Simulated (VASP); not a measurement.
BaS, 2 atoms in the cell. It takes space group Fm-3m (No. 225, cubic). Conventional cell: a = 6.301 Å, b = 6.301 Å, c = 6.301 Å, α = 90.00°, β = 90.00°, γ = 90.00°. Within 4.1 Å of Ba (site symmetry m-3m) lie 6 S at 3.15 Å. S (site symmetry m-3m) has 6 Ba at 3.15 Å within 4.1 Å.  This cell differs from its parent crystal: volume scaled by 0.96.

- Program: VASP 6.6.1
- Task: electric field gradients
- Functional: PBE
- Potentials or basis: VASP PAW PBE potentials, release 64 (Ba_sv, S)
- Cutoff: 520 eV
- k mesh: 8 × 8 × 8
- Occupations: fermi-dirac, width 0.02 eV
- Spin: no spin polarisation
- Dipole correction: no
- Further INCAR settings: ALGO = Normal; EDIFF = 1e-08; NBANDS = 15

Potentials or basis: VASP PAW PBE potentials, release 64 (Ba_sv, S).

Launch:

```bash
$ cat potpaw_PBE.64/Ba_sv/POTCAR potpaw_PBE.64/S/POTCAR > POTCAR
$ mpirun -np 1 vasp_std > vasp.out
```

Hardware: 1 thread of AMD EPYC 7R13 Processor (Zen 3), with other jobs on the host.

Question: How long does it take, and how much memory?

Answer: Wall time 27 s on 1 thread of AMD EPYC 7R13 Processor (Zen 3) (shared host), peak memory 0.18 GiB. Counts: scf iterations 16, k points 29.
